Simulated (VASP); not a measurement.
# TiCo3 (Pm-3m) in VASP: single point with r2SCAN

Aim: the single point of TiCo3 with r2SCAN.

All numbers are computed with VASP 6.6.1; they aren't measurements. Logs are shortened: lines on timing, memory, paths and dates and some standing lists are left out, and cuts for length are marked.

### Step 1. The cell of the first run

Symmetry: Pm-3m, No. 221, cubic system. The conventional cell has a = 3.559 Å, b = 3.559 Å, c = 3.559 Å, α = 90.00°, β = 90.00°, γ = 90.00°. Ti (site symmetry m-3m) has 12 Co at 2.52 Å within 3.3 Å. Co (site symmetry 4/mmm) has 4 Ti at 2.52 Å and 8 Co at 2.52 Å within 3.3 Å.

### Step 2. Single point, r2SCAN, collinear spin, ferrimagnetic start

File POSCAR:

```
TiCo3
1.0
    3.5589834684      0.0000000000      0.0000000000
    0.0000000000      3.5589834684      0.0000000000
    0.0000000000      0.0000000000      3.5589834684
Ti Co
1 3
Direct
    0.0000000000      0.0000000000      0.0000000000
    0.0000000000      0.5000000000      0.5000000000
    0.5000000000      0.0000000000      0.5000000000
    0.5000000000      0.5000000000      0.0000000000
```

File INCAR.step1:

```
PREC = Accurate ; ENCUT = 520
ISMEAR = 0 ; SIGMA = 0.1
LREAL = F ; LASPH = T
NELM = 150 ; ISPIN = 2
MAGMOM = -0.68 1.45 1.45 1.45 ; LMAXMIX = 4
NBANDS = 32 ; GGA = PE
ALGO = Normal ; EDIFF = 1E-4
LWAVE = T ; LCHARG = F
```

File INCAR.step2:

```
PREC = Accurate ; ENCUT = 520
EDIFF = 1E-6 ; ISMEAR = 0
SIGMA = 0.1 ; LREAL = F
LASPH = T ; NELM = 150
ALGO = Normal ; ISIF = 2
LWAVE = F ; LCHARG = F
ISPIN = 2 ; MAGMOM = -0.68 1.45 1.45 1.45
LORBIT = 11 ; LMAXMIX = 4
METAGGA = R2SCAN ; LMIXTAU = T
NBANDS = 32 ; ISTART = 1
```

File KPOINTS:

```
Automatic mesh
0
Gamma
  12 12 12
```

Potentials or basis: VASP PAW PBE potentials, release 64 (Ti_sv, Co).

Run with:

```sh
$ cat potpaw_PBE.64/Ti_sv/POTCAR potpaw_PBE.64/Co/POTCAR > POTCAR
$ cp INCAR.step1 INCAR
$ mpirun -np 1 vasp_std > vasp.out
$ cp INCAR.step2 INCAR
$ mpirun -np 1 vasp_std > vasp.out
```

OUTCAR:

```text
PREC = Accurate
   ENCUT = 520
   EDIFF = 1E-6
   ISMEAR = 0
   LREAL = F
   LASPH = T
   NELM = 150
   ISIF = 2
   ISPIN = 2
   LORBIT = 11
   METAGGA = R2SCAN
   ISTART = 1

 ion  position               nearest neighbor table
   1  0.000  0.000  0.000-   2 2.52   3 2.52   4 2.52   2 2.52   3 2.52   2 2.52   4 2.52   2 2.52
                             3 2.52   4 2.52   3 2.52   4 2.52
   2  0.000  0.500  0.500-   1 2.52   3 2.52   4 2.52   1 2.52   4 2.52   1 2.52   3 2.52   1 2.52
                             3 2.52   4 2.52   4 2.52   3 2.52
   3  0.500  0.000  0.500-   1 2.52   2 2.52   4 2.52   1 2.52   4 2.52   2 2.52   4 2.52   4 2.52
                             1 2.52   2 2.52   1 2.52   2 2.52
   4  0.500  0.500  0.000-   1 2.52   2 2.52   3 2.52   2 2.52   3 2.52   1 2.52   3 2.52   3 2.52
                             1 2.52   2 2.52   2 2.52   1 2.52

  LATTYP: Found a simple cubic cell.
 ALAT       =     3.5589834684

  Lattice vectors:

 A1 = (   3.5589834684,   0.0000000000,   0.0000000000)
 A2 = (   0.0000000000,   3.5589834684,   0.0000000000)
 A3 = (   0.0000000000,   0.0000000000,   3.5589834684)

Analysis of symmetry for initial positions (statically):
=====================================================================
 Subroutine PRICEL returns:
 Original cell was already a primitive cell.

 Routine SETGRP: Setting up the symmetry group for a
 simple cubic supercell.

 Subroutine GETGRP returns: Found 48 space group operations
 (whereof 48 operations were pure point group operations)
 out of a pool of 48 trial point group operations.

The static configuration has the point symmetry O_h .

Analysis of symmetry for dynamics (positions and initial velocities):
=====================================================================
 Subroutine PRICEL returns:
 Original cell was already a primitive cell.

 Routine SETGRP: Setting up the symmetry group for a
 simple cubic supercell.

 Subroutine GETGRP returns: Found 48 space group operations
 (whereof 48 operations were pure point group operations)
 out of a pool of 48 trial point group operations.

The dynamic configuration has the point symmetry O_h .

Analysis of structural, dynamic, and magnetic symmetry:
=====================================================================
 Subroutine PRICEL returns:
 Original cell was already a primitive cell.

 Routine SETGRP: Setting up the symmetry group for a
 simple cubic supercell.

 Subroutine GETGRP returns: Found 48 space group operations
[... 135 lines left out ...]
   IVDW    =     0    specifies the selected vdW correction
   LEPSILON=     F    determine dielectric tensor
   LRPA    =     F    only Hartree local field effects (RPA)
 spin polarized calculation
 Gauss-broadening in eV      SIGMA  =   0.10
  energy-cutoff  :      520.00
  volume of cell :       45.08
 maximum number of plane-waves:      1233
 NGX is ok and might be reduce to    28
   NGX = 13   NGY = 13   NGZ = 13

 number of electron      39.0000029 magnetization       0.0004437

 number of electron      39.0000029 magnetization      -0.0012739

 Free energy of the ion-electron system (eV)
  ---------------------------------------------------
  ext. energy  EPLUGINS =         0.00000000
  ---------------------------------------------------
  free energy    TOTEN  =       -52.91472158 eV

  energy without entropy =      -52.89357901  energy(sigma->0) =      -52.90415029

 E-fermi :  10.2976     XC(G=0): -14.5202

 val. band max:       10.2968086821   @ k =   0.3333   0.0833   0.0833
 cond. band min:      10.3089134536   @ k =   0.1667   0.0833   0.0833
 fundamental gap:      0.0121047716
 Fermi energy:        10.2975817157

 spin component 1

 k-point     1 :       0.0000    0.0000    0.0000
  band No.  band energies     occupation
      1     -48.4738      1.00000
      2     -23.6891      1.00000
      3     -23.6891      1.00000
      4     -23.6891      1.00000
      5       1.8969      1.00000
      6       5.8069      1.00000
[... 805 lines left out ...]
     30      22.9722      0.00000
     31      23.3921      0.00000

 [... further k-points ...]

 spin component 2

 k-point     1 :       0.0000    0.0000    0.0000
  band No.  band energies     occupation
      1     -48.4731      1.00000
      2     -23.6884      1.00000
      3     -23.6884      1.00000
      4     -23.6884      1.00000
      5       1.8971      1.00000
      6       5.8066      1.00000
[... 805 lines left out ...]
     30      22.9718      0.00000
     31      23.3922      0.00000

 [... further k-points ...]

 [bands above 31 left out]

------------------------ aborting loop because EDIFF is reached ----------------------------------------

  FORCE on cell =-STRESS in cart. coord.  units (eV):
  Direction    XX          YY          ZZ          XY          YZ          ZX
  --------------------------------------------------------------------------------------
  -------------------------------------------------------------------------------------
  Total       -0.8930058     -0.8930058     -0.8930058     -0.0000000      0.0000000     -0.0000000
  in kB      -31.7385405    -31.7385405    -31.7385405     -0.0000000      0.0000000     -0.0000000
  external PRESSURE =     -31.7385405 kB  Pullay stress =       0.0000000 kB

 VOLUME and BASIS-vectors are now :
 -----------------------------------------------------------------------------
  energy-cutoff  :      520.00
  volume of cell :       45.08
      direct lattice vectors                 reciprocal lattice vectors
     3.558983468  0.000000000  0.000000000     0.280979108  0.000000000  0.000000000
     0.000000000  3.558983468  0.000000000     0.000000000  0.280979108  0.000000000
     0.000000000  0.000000000  3.558983468     0.000000000  0.000000000  0.280979108

 POSITION                                       TOTAL-FORCE (eV/Angst)
 -----------------------------------------------------------------------------------
      0.00000      0.00000      0.00000         0.000000      0.000000      0.000000
      0.00000      1.77949      1.77949         0.000000      0.000000      0.000000
      1.77949      0.00000      1.77949         0.000000      0.000000      0.000000
      1.77949      1.77949      0.00000         0.000000      0.000000      0.000000
 -----------------------------------------------------------------------------------
    total drift:                                0.000000      0.000000      0.000000

  FREE ENERGIE OF THE ION-ELECTRON SYSTEM (eV)
  ---------------------------------------------------
  free  energy   TOTEN  =       -52.9147215810 eV

  energy  without entropy=      -52.8935790058  energy(sigma->0) =      -52.90415029

 total charge

# of ion       s       p       d       tot
------------------------------------------
    1        2.266   6.209   1.905  10.380
    2        0.543   0.559   7.338   8.440
    3        0.543   0.559   7.338   8.440
    4        0.543   0.559   7.338   8.440
--------------------------------------------------
tot          3.893   7.887  23.919  35.699

 magnetization (x)

# of ion       s       p       d       tot
------------------------------------------
    1        0.000   0.000   0.000   0.000
    2        0.000   0.000  -0.001  -0.001
    3        0.000   0.000  -0.001  -0.001
    4        0.000   0.000  -0.001  -0.001
--------------------------------------------------
tot          0.000   0.000  -0.001  -0.001
```

OUTCAR.step1:

```text
PREC = Accurate
   ENCUT = 520
   ISMEAR = 0
   LREAL = F
[... 1888 lines left out ...]
      0.00000      0.00000      0.00000         0.000000      0.000000      0.000000
      0.00000      1.77949      1.77949         0.000000      0.000000      0.000000
      1.77949      0.00000      1.77949         0.000000      0.000000      0.000000
      1.77949      1.77949      0.00000         0.000000      0.000000      0.000000
 -----------------------------------------------------------------------------------
    total drift:                                0.000000      0.000000      0.000000

  FREE ENERGIE OF THE ION-ELECTRON SYSTEM (eV)
  ---------------------------------------------------
  free  energy   TOTEN  =       -29.9550182173 eV

  energy  without entropy=      -29.9260448902  energy(sigma->0) =      -29.94053155
```

Wall time 10 min (1 thread of Intel Xeon 6975P-C (Granite Rapids), shared host); peak memory 0.31 GiB.

What came out:

| Property | Result |
| --- | --- |
| Free energy | -52.9147 eV |
| Pressure | -3.2 GPa |
| Net moment | 0.00 μB per cell |
| Valence electrons inside the program's atomic spheres | Ti 10.38; Co 8.44 |

Levels at points of the mesh, in eV from the Fermi level:
Spin up:
| k point | band 18 | band 19 | band 20 | band 21 | band 22 | band 23 |
| --- | --- | --- | --- | --- | --- | --- |
| (0.00, 0.00, 0.00) | 0.88 | 0.88 | 0.88 | 2.74 | 2.74 | 3.49 |
| (0.50, 0.00, 0.00) | -0.58 | -0.49 | 0.05 | 0.89 | 1.36 | 1.36 |
| (0.50, 0.50, 0.00) | -0.88 | -0.83 | -0.52 | -0.20 | 1.89 | 1.89 |
| (0.50, 0.50, 0.50) | 0.64 | 0.64 | 0.64 | 0.76 | 0.76 | 0.76 |
Spin down:
```
           k point  band 16  band 17  band 18  band 19  band 20  band 21  band 22  band 23  band 24  band 25
(0.00, 0.00, 0.00)    -0.14     0.56     0.88     0.88     0.88     2.74     2.74     3.49     3.49     3.49
(0.50, 0.00, 0.00)    -0.81    -0.58    -0.58    -0.50     0.05     0.88     1.36     1.36     2.13     2.73
(0.50, 0.50, 0.00)    -1.31    -0.88    -0.88    -0.83    -0.52    -0.20     1.89     1.89     2.35     2.35
(0.50, 0.50, 0.50)    -1.06    -0.01     0.63     0.63     0.63     0.76     0.76     0.76     2.36     2.36
```

Caveat: the cell stands under tension; the moments typed at the start vanished in this run; the PAW data sets were made with another functional, which shifts forces and pressure a little.
